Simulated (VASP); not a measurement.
A run of VASP 6.6.1 is set up as follows.

File INCAR:

```
PREC = Accurate ; ENCUT = 520
EDIFF = 1E-6 ; ISMEAR = 0
SIGMA = 0.1 ; LREAL = False
LASPH = True ; NELM = 150
ALGO = Normal ; ISIF = 2
LWAVE = False ; LCHARG = False
ISPIN = 2 ; MAGMOM = 4 0
LORBIT = 11 ; LMAXMIX = 4
GGA = PE ; NBANDS = 20
```

KPOINTS

```
regular mesh
0
Gamma
  6 6 6
```

Contents of POSCAR:

```
FePt
1.0
    2.9752993600      0.0000000000      0.0000000000
   -1.4876496800      2.5766848300      0.0000000000
    0.0000000000      0.0000000000      2.8965876900
Fe Pt
1 1
Direct
    0.6666666700      0.3333333300      0.5000000000
    0.0000000000      0.0000000000      0.0000000000
```

Potentials or basis: VASP PAW PBE potentials, release 64 (Fe, Pt).

Run with:

```console
$ cat potpaw_PBE.64/Fe/POTCAR potpaw_PBE.64/Pt/POTCAR > POTCAR
$ mpirun -np 1 vasp_std > vasp.out
```

What does it give for the pressure?

121.0 GPa.

What does it give for the site moments?

Fe +1.37; Pt +0.13 μB.

Stress tensor (GPa, compression positive):
```
109.07   0.00   0.00
  0.00 109.07   0.00
  0.00   0.00 144.91
```

Caveat: the k points lie up to 0.41 Å⁻¹ apart.
